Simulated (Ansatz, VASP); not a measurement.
Two plane-wave programs on ZnO

```
Zn O
1.0
     0.00000    2.14444    2.14444
     2.14444    0.00000    2.14444
     2.14444    2.14444    0.00000
Zn O
1 1
Direct
  0.00000 0.00000 0.00000
  0.50000 0.50000 0.50000
```

Change from the starting cell: hydrostatic strain +0.5%.

Alike in both runs: task single point; functional PBE; k mesh 10 × 10 × 10; occupations fermi-dirac, width 0.02 eV; no spin polarisation.

|  | VASP | Ansatz |
| --- | --- | --- |
| version | VASP 6.6.1 | Ansatz 0.2.0 |
| potentials or method | VASP PAW PBE potentials, release 64 (Zn, O_h) | plane waves, PAW |
| plane-wave cutoff (eV) | 1340 | 420 |
| valence electrons in the cell | 18 | 18 |

Ansatz gave:

| Item | Value |
| --- | --- |
| gap on the k mesh at the Fermi level (eV) | 0.88 |
| pressure (GPa) | 5.1 |

**Question.** What did VASP give for the same quantities?

**Answer.** gap on the k mesh at the Fermi level (eV): 0.85; pressure (GPa): 5.9.

With one functional, cell and mesh, what is left measures potentials, basis and numerics.
